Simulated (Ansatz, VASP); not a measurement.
**One calculation of MnO, two programs**

```
Mn O
1.0
     0.00000    2.23864    2.23864
     2.23864    0.00000    2.23864
     2.23864    2.23864    0.00000
Mn O
1 1
Direct
  0.00000 0.00000 0.00000
  0.50000 0.50000 0.50000
```

Alike in both runs: task single point; functional r2SCAN; k mesh 10 × 10 × 10; occupations fermi-dirac, width 0.05 eV; collinear spin.

```csv
,VASP,Ansatz
version,VASP 6.6.1,Ansatz 0.2.0
potentials or method,"VASP PAW PBE potentials, release 64 (Mn_pv, O)",Ansatz PAW
plane-wave cutoff (eV),520,500
valence electrons in the cell,19,21
```

Ansatz gave:

* gap on the k mesh at the Fermi level (eV): none
* pressure (GPa): -2.9
* net moment per atom (μB): 2.50
* size of the moment on the site where the two differ most (μB): 4.28

Question: Which values does VASP return?

Answer: gap on the k mesh at the Fermi level (eV): none; pressure (GPa): -2.7; net moment per atom (μB): 2.50; size of the moment on the site where the two differ most (μB): 4.55.

VASP's potentials were made for PBE, not for r2SCAN. Site moments also hang on the region over which each program counts them. A gap of «none» marks a metal or a gap that the smearing closes. The functional is the same, so the differences come from potentials, cutoffs and numerics. VASP's potentials hold 19 valence electrons a cell and Ansatz's 21, so a difference there can come from the potentials and not from the codes.

Noted on Ansatz's run: the magnetic or orbital state may not be the lowest.
